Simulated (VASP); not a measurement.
MgBe2Te2O, 6 atoms in the cell. The structure is tetragonal, space group P4mm (No. 99). Conventional cell: a = 3.678 Å, b = 3.678 Å, c = 10.088 Å, α = 90.00°, β = 90.00°, γ = 90.00°. Within 3.7 Å of Mg (site symmetry 4mm) lie 5 Te at 2.78 to 3.05 Å and 4 Mg at 3.68 Å. Be (site symmetry 2mm) has 2 O at 1.90 Å and 2 Te at 2.43 Å within 2.5 Å. Te (site symmetry 4mm) has 4 Mg at 2.78 Å and 4 Te at 3.68 Å within 3.7 Å. Te (site symmetry 4mm) has 4 Be at 2.43 Å and 1 Mg at 3.05 Å and 4 O at 3.33 Å within 3.4 Å. O (site symmetry 4mm) has 4 Be at 1.90 Å within 2.5 Å. The cell was built from a structure type or drawn by symmetry, and may not be a known phase.

```yaml
Program: VASP 6.6.1
Task: relaxation of cell and atoms
Functional: PBE
Potentials_or_basis: VASP PAW PBE potentials, release 64 (Mg, Be, Te, O)
Cutoff: 600 eV
k_mesh: 6 × 6 × 2
Occupations: gaussian, width 0.1 eV
Spin: no spin polarisation
Dipole_correction: no
Further_INCAR_settings: ALGO = Normal; EDIFF = 1e-06; IBRION = 2; EDIFFG = -0.04; NSW = 90; ISIF = 3
```

Potentials or basis: VASP PAW PBE potentials, release 64 (Mg, Be, Te, O).

Launch:

```sh
$ cat potpaw_PBE.64/Mg/POTCAR potpaw_PBE.64/Be/POTCAR potpaw_PBE.64/Te/POTCAR potpaw_PBE.64/O/POTCAR > POTCAR
$ mpirun -np 1 vasp_std > vasp.out
```

Hardware: 1 thread of Intel Xeon 8259CL (shared host).

**Question.** Estimate the wall time of this run.

**Answer.** It took 2.9 min on 1 thread of Intel Xeon 8259CL (shared host), peak memory 0.32 GiB. Counts: scf iterations 27, k points 20, ion steps 3.
